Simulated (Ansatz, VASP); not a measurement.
**Pb: VASP beside Ansatz**

```
Pb
1.0
     0.00000    2.46980    2.37101
     2.46980    0.00000    2.37101
     2.46980    2.46980    0.00000
Pb
1
Cartesian
  0.0000 0.0000 0.0000
```

Change from the starting cell: strain +0.000 along x and y, -0.040 along z, atoms carried along.

Alike in both runs: task single point; functional PBEsol; k mesh 16 × 16 × 16; occupations gaussian, width 0.15 eV; no spin polarisation.

|  | VASP | Ansatz |
| --- | --- | --- |
| version | VASP 6.6.1 | Ansatz 0.2.0 |
| potentials or method | VASP PAW PBE potentials, release 64 (Pb_d), cutoff 520 eV | scalar-relativistic, plane waves, PAW |
| valence electrons in the cell | 14 | 14 |

VASP gave:

* gap on the k mesh at the Fermi level (eV): none
* pressure (GPa): 1.8
* traceless stress, the component that is largest in VASP (GPa): 0.58

Q: What did Ansatz give for the same quantities?

A: gap on the k mesh at the Fermi level (eV): none; pressure (GPa): 1.9; traceless stress, the component that is largest in VASP (GPa): 0.57.

VASP's potentials were made for PBE, not for PBEsol. A gap of «none» marks a metal or a gap that the smearing closes.

Neither program's run includes spin-orbit coupling.
